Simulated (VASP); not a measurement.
# Au (Im-3m) in VASP: a series of runs

Aim: see how the results for Au move with the level of theory and the settings. Levels: r2SCANh, r2SCAN50. Tasks: single point.

Everything below comes from runs of VASP 6.6.1. Logs are shortened: lines on timing, memory, paths and dates and some standing lists are left out, and cuts for length are marked.

### Step 1. The cell of the first run

The structure is cubic, space group Im-3m (No. 229). The conventional cell has a = 3.315 Å, b = 3.315 Å, c = 3.315 Å, α = 90.00°, β = 90.00°, γ = 90.00°. Within 3.8 Å of Au (site symmetry m-3m) lie 14 Au at 2.87 to 3.31 Å.

This isn't the form of Au at room conditions, which is fcc.

### Step 2. Single point, r2SCANh

POSCAR reads:

```
Au
1.0
   -1.6572690000      1.6572690000      1.6572690000
    1.6572690000     -1.6572690000      1.6572690000
    1.6572690000      1.6572690000     -1.6572690000
Au
1
Direct
    0.0000000000      0.0000000000      0.0000000000
```

INCAR.step1 reads:

```
SYSTEM = Au
PREC = Accurate ; ENCUT = 520
EDIFF = 1E-5 ; ISMEAR = -1
SIGMA = 0.05 ; LREAL = .FALSE.
LASPH = .TRUE. ; NELM = 80
ALGO = Normal ; ISIF = 2
LWAVE = .TRUE. ; LCHARG = .FALSE.
NBANDS = 12 ; GGA = PE
```

INCAR.step2 reads:

```
SYSTEM = Au
PREC = Accurate ; ENCUT = 520
EDIFF = 1E-6 ; ISMEAR = -1
SIGMA = 0.05 ; LREAL = .FALSE.
LASPH = .TRUE. ; NELM = 80
ALGO = Normal ; ISIF = 2
LWAVE = .FALSE. ; LCHARG = .FALSE.
METAGGA = R2SCAN ; LHFCALC = .TRUE.
AEXX = 0.1 ; LMIXTAU = .TRUE.
PRECFOCK = Normal ; NBANDS = 12
ISTART = 1
```

KPOINTS reads:

```
regular mesh
0
G
  6 6 6
  0 0 0
```

Potentials or basis: VASP PAW PBE potentials, release 64 (Au).

Command:

```bash
cat potpaw_PBE.64/Au/POTCAR > POTCAR
cp INCAR.step1 INCAR
mpirun -np 1 vasp_std > vasp.out
cp INCAR.step2 INCAR
mpirun -np 1 vasp_std > vasp.out
```

OUTCAR:

```text
SYSTEM = Au
   PREC = Accurate
   ENCUT = 520
   EDIFF = 1E-6
   ISMEAR = -1
   LREAL = .FALSE.
   LASPH = .TRUE.
   NELM = 80
   ISIF = 2
   METAGGA = R2SCAN
   LHFCALC = .TRUE.
   AEXX = 0.1
   PRECFOCK = Normal
   ISTART = 1

 ion  position               nearest neighbor table
   1  0.000  0.000  0.000-

  LATTYP: Found a body centered cubic cell.
 ALAT       =     3.3145380000

  Lattice vectors:

 A1 = (  -1.6572690000,   1.6572690000,   1.6572690000)
 A2 = (   1.6572690000,  -1.6572690000,   1.6572690000)
 A3 = (   1.6572690000,   1.6572690000,  -1.6572690000)

Analysis of symmetry for initial positions (statically):
=====================================================================
 Subroutine PRICEL returns:
 Original cell was already a primitive cell.

 Routine SETGRP: Setting up the symmetry group for a
 body centered cubic supercell.

 Subroutine GETGRP returns: Found 48 space group operations
 (whereof 48 operations were pure point group operations)
 out of a pool of 48 trial point group operations.

The static configuration has the point symmetry O_h .

Analysis of symmetry for dynamics (positions and initial velocities):
=====================================================================
 Subroutine PRICEL returns:
 Original cell was already a primitive cell.

 Routine SETGRP: Setting up the symmetry group for a
 body centered cubic supercell.

 Subroutine GETGRP returns: Found 48 space group operations
 (whereof 48 operations were pure point group operations)
 out of a pool of 48 trial point group operations.

The dynamic configuration has the point symmetry O_h .

 Subroutine INISYM returns: Found 48 space group operations
 (whereof 48 operations are pure point group operations),
 and found     1 'primitive' translations

----------------------------------------------------------------------------------------

                                     Primitive cell

  volume of cell :      18.2070

  direct lattice vectors                    reciprocal lattice vectors
    -1.657269000  1.657269000  1.657269000     0.000000000  0.301701172  0.301701172
     1.657269000 -1.657269000  1.657269000     0.301701172  0.000000000  0.301701172
     1.657269000  1.657269000 -1.657269000     0.301701172  0.301701172  0.000000000

  length of vectors
     2.870474110  2.870474110  2.870474110     0.426669890  0.426669890  0.426669890

  position of ions in fractional coordinates (direct lattice)
     0.000000000  0.000000000  0.000000000

  ion indices of the primitive-cell ions
   primitive index   ion index
                 1           1

----------------------------------------------------------------------------------------

 KPOINTS: regular mesh

Automatic generation of k-mesh.
 Grid dimensions read from file:
 generate k-points for:    6    6    6

 Generating k-lattice:

  Cartesian coordinates                     Fractional coordinates (reciprocal lattice)
     0.000000000  0.050283529  0.050283529     0.166666667  0.000000000  0.000000000
     0.050283529  0.000000000  0.050283529     0.000000000  0.166666667  0.000000000
     0.050283529  0.050283529  0.000000000     0.000000000  0.000000000  0.166666667

  Length of vectors
     0.071111648  0.071111648  0.071111648

  Shift w.r.t. Gamma in fractional coordinates (k-lattice)
     0.000000000  0.000000000  0.000000000

 Subroutine IBZKPT returns following result:
 ===========================================

 Found     16 irreducible k-points:

 Following reciprocal coordinates:
            Coordinates               Weight
  0.000000  0.000000  0.000000      1.000000
  0.166667  0.000000  0.000000     12.000000
  0.333333  0.000000  0.000000     12.000000
  0.500000  0.000000  0.000000      6.000000
  0.166667  0.166667  0.000000     24.000000
  0.333333  0.166667  0.000000     48.000000
[... 8 lines left out ...]
  0.500000  0.500000  0.333333     12.000000
  0.500000  0.500000  0.500000      1.000000
   k-points           NKPTS =     16   k-points in BZ     NKDIM =    216   number of bands    NBANDS=     12
   number of dos      NEDOS =    301   number of ions     NIONS =      1
   total plane-waves  NPLWV =  13824
   dimension x,y,z NGX =    24 NGY =   24 NGZ =   24
   dimension x,y,z NGXF=    48 NGYF=   48 NGZF=   48
   ions per type =               1
   NGX,Y,Z   is equivalent  to a cutoff of  13.90, 13.90, 13.90 a.u.
   NGXF,Y,Z  is equivalent  to a cutoff of  27.80, 27.80, 27.80 a.u.
 SYSTEM =  Au
   PREC   = accura    normal or accurate (medium, high low for compatibility)
   ISTART =      1    job   : 0-new  1-cont  2-samecut
   ICHARG =      0    charge: 1-file 2-atom 10-const
   ISPIN  =      1    spin polarized calculation?
   LNONCOLLINEAR =      F non collinear calculations
   LSORBIT =      F    spin-orbit coupling
   LASPH  =      T    aspherical Exc in radial PAW
   ENCUT  =  520.0 eV  38.22 Ry    6.18 a.u.   5.34  5.34  5.34*2*pi/ulx,y,z
   NELM   =     80;   NELMIN=  2; NELMDL=  0     # of ELM steps
   EDIFF  = 0.1E-05   stopping-criterion for ELM
   LREAL  =      F    real-space projection
   EDIFFG = 0.1E-04   stopping-criterion for IOM
   NSW    =      0    number of steps for IOM
   IBRION =     -1    ionic relax: 0-MD 1-quasi-New 2-CG
   NFREE  =      0    steps in history (QN), initial steepest desc. (CG)
   ISIF   =      2    stress and relaxation
   ISYM   =      3    0-nonsym 1-usesym 2-fastsym
   POTIM  = 0.5000    time-step for ionic-motion
   TEBEG  =    0.0;   TEEND  =   0.0 temperature during run
   PSTRESS=    0.0 pullay stress
   NELECT =      11.0000    total number of electrons
   NUPDOWN=      -1.0000    fix difference up-down
   EMIN   =  10.00;   EMAX   =-10.00  energy-range for DOS
   EFERMI =   0.00;   METHOD = LEGACY
   ISMEAR =    -1;   SIGMA  =   0.05  broadening in eV -4-tet -1-fermi 0-gaus
   EFERMI_NEDOS =   21; number of points for ismear=-14 and -15
   IALGO  =     38    algorithm
   IMIX   =      1    mixing-type and parameters
     AMIX     =   0.40;   BMIX     =  1.00
     AMIX_MAG =   1.60;   BMIX_MAG =  1.00
  volume/ion in A,a.u.               =      18.21       122.87
  Fermi-wavevector in a.u.,A,eV,Ry     =   1.383968  2.615320 26.060157  1.915367
  Thomas-Fermi vector in A             =   2.508516
   LORBIT       =      0    0 simple, 1 ext, 2 COOP (PROOUT), +10 PAW based schemes
   METAGGA = R2SCAN    functional components
   LHFCALC =     T    Hartree Fock is set to
   PRECFOCK=normal    Normal, Fast or Accurate (Low or Medium for compatibility)
   ENCUT4O =  -1.0   cutoff for four orbital integrals eV
   NKREDX  =     1    reduce k-point grid by
   NKREDY  =     1    reduce k-point grid by
   NKREDZ  =     1    reduce k-point grid by
   AEXX    =    0.1000 exact exchange contribution
   HFSCREEN=    0.0000 screening length (either q_TF or 0.3 A-1)
   HFSCREENC=   0.0000 screening length for correlation (either q_TF or 0.3 A-1)
   ENCUTFOCK=  -1.0 apply spherical cutoff to Coloumb kernel
   IVDW    =     0    specifies the selected vdW correction
   LEPSILON=     F    determine dielectric tensor
   LRPA    =     F    only Hartree local field effects (RPA)
 non-spin polarized calculation
  energy-cutoff  :      520.00
  volume of cell :       18.21
 maximum number of plane-waves:       500
 NGX is ok and might be reduce to    24
  NGX = 18; NGY = 18; NGZ = 18

 number of electron      10.9999998 magnetization

 Free energy of the ion-electron system (eV)
  ---------------------------------------------------
  ext. energy  EPLUGINS =         0.00000000
  ---------------------------------------------------
  free energy    TOTEN  =       -46.02146119 eV

  energy without entropy =      -46.01050053  energy(sigma->0) =      -46.01598086

 E-fermi :   8.5236     XC(G=0): -11.9733

 val. band max:        8.2920946290   @ k =  -0.3333   0.3333   0.3333
 cond. band min:       8.5964458046   @ k =   0.3333   0.1667   0.0000
 fundamental gap:      0.3043511756
 Fermi energy:         8.5235993354

 k-point     1 :       0.0000    0.0000    0.0000
  band No.  band energies     occupation
      1      -1.7101      2.00000
      2       2.8074      2.00000
      3       2.8074      2.00000
      4       2.8074      2.00000
      5       4.5949      2.00000
      6       4.5949      2.00000
      7      26.0467      0.00000
      8      26.0467      0.00000
      9      26.0467      0.00000
     10      32.9060      0.00000
     11      32.9060      0.00000
     12      32.9060      0.00000

 k-point     2 :       0.1667    0.0000    0.0000
  band No.  band energies     occupation
      1      -0.7236      2.00000
      2       2.5341      2.00000
      3       2.8573      2.00000
      4       3.4894      2.00000
      5       4.3550      2.00000
      6       4.6210      2.00000
      7      24.2985      0.00000
      8      25.5891      0.00000
      9      27.1899      0.00000
     10      29.0546      0.00000
     11      29.8249      0.00000
     12      30.0515      0.00000

 k-point     3 :       0.3333    0.0000    0.0000
  band No.  band energies     occupation
      1       0.6781      2.00000
      2       2.0274      2.00000
      3       4.1078      2.00000
      4       4.5261      2.00000
      5       4.7137      2.00000
      6       5.1275      2.00000
      7      17.2301      0.00000
      8      22.9041      0.00000
      9      25.0147      0.00000
     10      29.6572      0.00000
     11      29.7349      0.00000
     12      33.0147      0.00000
[... 166 lines left out ...]
 k-point    15 :       0.5000    0.5000    0.3333
  band No.  band energies     occupation
      1       1.3934      2.00000
      2       1.5669      2.00000
      3       4.4311      2.00000
      4       4.7547      2.00000
      5       5.8710      2.00000
      6      12.8742      0.00000
      7      13.6227      0.00000
      8      17.1459      0.00000
      9      22.0213      0.00000
     10      25.8669      0.00000
     11      25.9777      0.00000
     12      34.6641      0.00000

 k-point    16 :       0.5000    0.5000    0.5000
  band No.  band energies     occupation
      1       1.0005      2.00000
      2       1.0005      2.00000
      3       5.7793      2.00000
      4       5.7793      2.00000
      5       5.7793      2.00000
      6      15.1639      0.00000
      7      15.1639      0.00000
      8      15.1639      0.00000
      9      18.1788      0.00000
     10      24.6681      0.00000
     11      24.6681      0.00000
     12      34.4076      0.00000

------------------------ aborting loop because EDIFF is reached ----------------------------------------

  FORCE on cell =-STRESS in cart. coord.  units (eV):
  Direction    XX          YY          ZZ          XY          YZ          ZX
  --------------------------------------------------------------------------------------
  -------------------------------------------------------------------------------------
  Total       -0.5862919     -0.5862919     -0.5862919      0.0000000      0.0000000      0.0000000
  in kB      -51.5923725    -51.5923725    -51.5923725      0.0000000      0.0000000      0.0000000
  external PRESSURE =     -51.5923725 kB  Pullay stress =       0.0000000 kB

 VOLUME and BASIS-vectors are now :
 -----------------------------------------------------------------------------
  energy-cutoff  :      520.00
  volume of cell :       18.21
      direct lattice vectors                 reciprocal lattice vectors
    -1.657269000  1.657269000  1.657269000     0.000000000  0.301701172  0.301701172
     1.657269000 -1.657269000  1.657269000     0.301701172  0.000000000  0.301701172
     1.657269000  1.657269000 -1.657269000     0.301701172  0.301701172  0.000000000

 POSITION                                       TOTAL-FORCE (eV/Angst)
 -----------------------------------------------------------------------------------
      0.00000      0.00000      0.00000         0.000000      0.000000     -0.000000
 -----------------------------------------------------------------------------------
    total drift:                               -0.000000     -0.000000     -0.000000

  FREE ENERGIE OF THE ION-ELECTRON SYSTEM (eV)
  ---------------------------------------------------
  free  energy   TOTEN  =       -46.0214611857 eV

  energy  without entropy=      -46.0105005349  energy(sigma->0) =      -46.01598086
```

Wall time 13 min (1 thread of Intel Xeon Platinum 8259CL at 2.50GHz (Skylake/Cascade Lake), shared host); peak memory 0.16 GiB.

What came out:

```
Free energy            : -46.0215 eV
Pressure               : -5.2 GPa
Band gap on the k mesh : zero (an odd number of electrons rules out a gap without spin polarisation)
```

Levels at points of the mesh, in eV from the Fermi level:
| k point | band 2 | band 3 | band 4 | band 5 | band 6 | band 7 | band 8 | band 9 | band 10 | band 11 |
| --- | --- | --- | --- | --- | --- | --- | --- | --- | --- | --- |
| (0.00, 0.00, 0.00) | -5.72 | -5.72 | -5.72 | -3.93 | -3.93 | 17.52 | 17.52 | 17.52 | 24.38 | 24.38 |
| (0.50, 0.00, 0.00) | -6.73 | -4.05 | -3.74 | -2.36 | -0.64 | 3.34 | 13.16 | 14.25 | 22.04 | 22.46 |
| (0.50, 0.50, 0.50) | -7.52 | -2.74 | -2.74 | -2.74 | 6.64 | 6.64 | 6.64 | 9.66 | 16.14 | 16.14 |

Caveat: the k points lie up to 0.45 Å⁻¹ apart, too coarse for converged energies and pressures of a metal; the PAW data sets were made with another functional, which shifts forces and pressure a little; spin-orbit coupling is left out, which moves the levels of the heavy elements.

### Step 3. Single point, r2SCAN50

POSCAR is that of step 2.

INCAR.step1 reads:

```
ALGO = Normal ; EDIFF = 1E-5
ENCUT = 520 ; GGA = PE
ISIF = 2 ; ISMEAR = -1
LASPH = T ; LREAL = F
LWAVE = T ; NBANDS = 12
NELM = 80 ; PREC = Accurate
SIGMA = 0.05
```

INCAR.step2 reads:

```
AEXX = 0.5 ; ALGO = Normal
EDIFF = 1E-6 ; ENCUT = 520
ISIF = 2 ; ISMEAR = -1
ISTART = 1 ; LASPH = T
LCHARG = T ; LELF = T
LHFCALC = T ; LMIXTAU = T
LREAL = F ; LVHAR = T
LWAVE = F ; METAGGA = R2SCAN
NBANDS = 12 ; NELM = 80
PREC = Accurate ; PRECFOCK = Normal
SIGMA = 0.05
```

KPOINTS reads:

```
k-points
0
Gamma
  6 6 6
```

Potentials or basis: VASP PAW PBE potentials, release 64 (Au).

Command:

```bash
cat potpaw_PBE.64/Au/POTCAR > POTCAR
cp INCAR.step1 INCAR
mpirun -np 1 vasp_std > vasp.out
cp INCAR.step2 INCAR
mpirun -np 1 vasp_std > vasp.out
```

Run time: 16 min. Hardware: 1 thread of Intel Xeon Platinum 8259CL at 2.50GHz (Skylake/Cascade Lake), shared host; peak memory 0.16 GiB.

The run converged. Its results:

```yaml
Free_energy: -28.3307 eV
Pressure: -6.2 GPa
Band_gap_on_the_k_mesh: zero (an odd number of electrons rules out a gap without spin polarisation)
```

Levels at points of the mesh, in eV from the Fermi level:
```
           k point  band 2  band 3  band 4  band 5  band 6  band 7  band 8  band 9  band 10  band 11
(0.00, 0.00, 0.00)   -8.29   -8.29   -8.29   -6.44   -6.44   19.11   19.11   19.11    26.82    26.82
(0.50, 0.00, 0.00)   -9.39   -6.49   -6.15   -4.43   -1.34    4.66   14.69   16.23    24.10    24.41
(0.50, 0.50, 0.50)  -10.33   -4.91   -4.91   -4.91    8.01    8.01    8.01   12.03    17.79    17.79
```

Caveat: the k points lie up to 0.45 Å⁻¹ apart, too coarse for converged energies and pressures of a metal; the PAW data sets were made with another functional, which shifts forces and pressure a little; spin-orbit coupling is left out, which moves the levels of the heavy elements.

The gap in the log of VASP goes by the Fermi energy; the results here count the filled bands.